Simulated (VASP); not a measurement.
Write the native input for VASP 6.6.1 that does the following.

| Item | Value |
| --- | --- |
| Task | single point |
| Functional | r2SCAN |
| Potentials or basis | VASP PAW PBE potentials, release 64 (Pb_d) |
| Cutoff | 520 eV |
| k mesh | 11 × 11 × 6 |
| Occupations | fermi-dirac, width 0.05 eV |
| Spin | collinear spin, zero start |
| Starting moments | [0.0, 0.0] μB |
| Dipole correction | no |
| Further INCAR settings | ALGO = Normal; EDIFF = 1e-06; NBANDS = 25 |

The system is Pb.

```
Pb
1.0
     3.50395    0.00000    0.00000
    -1.75198    3.03451    0.00000
     0.00000    0.00000    5.79582
Pb
2
Direct
  0.33333 0.66667 0.25000
  0.66667 0.33333 0.75000
```

This isn't the form of Pb at room conditions, which is fcc.

The input as run:

POSCAR

```
Pb
1.0
    3.5039533486      0.0000000000      0.0000000000
   -1.7519766743      3.0345126135      0.0000000000
    0.0000000000      0.0000000000      5.7958152775
Pb
2
Direct
    0.3333333333      0.6666666667      0.2500000000
    0.6666666667      0.3333333333      0.7500000000
```

INCAR.step1

```
PREC = Accurate
ENCUT = 520
ISMEAR = -1
SIGMA = 0.05
LREAL = False
LASPH = True
NELM = 150
ISPIN = 2
MAGMOM = 0 0
NBANDS = 25
GGA = PE
ALGO = Normal
EDIFF = 1E-4
LWAVE = True
LCHARG = False
```

INCAR.step2

```
PREC = Accurate
ENCUT = 520
EDIFF = 1E-6
ISMEAR = -1
SIGMA = 0.05
LREAL = False
LASPH = True
NELM = 150
ALGO = Normal
ISIF = 2
LWAVE = False
LCHARG = True
ISPIN = 2
MAGMOM = 0 0
LORBIT = 11
METAGGA = R2SCAN
LMIXTAU = True
LELF = True
LVHAR = True
NBANDS = 25
ISTART = 1
```

KPOINTS

```
regular mesh
0
Gamma
  11 11 6
```

Potentials or basis: VASP PAW PBE potentials, release 64 (Pb_d).

The run is started by

```console
$ cat potpaw_PBE.64/Pb_d/POTCAR > POTCAR
$ cp INCAR.step1 INCAR
$ mpirun -np 1 vasp_std > vasp.out
$ cp INCAR.step2 INCAR
$ mpirun -np 1 vasp_std > vasp.out
```

Results of the run:

| Quantity | Value |
| --- | --- |
| Pressure | 0.0 GPa |
| Band gap on the k mesh | zero (filled and empty bands overlap) |
| Net moment | 0.00 μB per cell |
| Valence electrons inside the program's atomic spheres | Pb 11.94 |

Caveat: the PAW data sets were made with another functional, which shifts forces and pressure a little; spin-orbit coupling is left out, which moves the levels of the heavy elements.

It took 18 min on 1 thread of Intel Xeon 8259CL (shared host), peak memory 0.32 GiB.
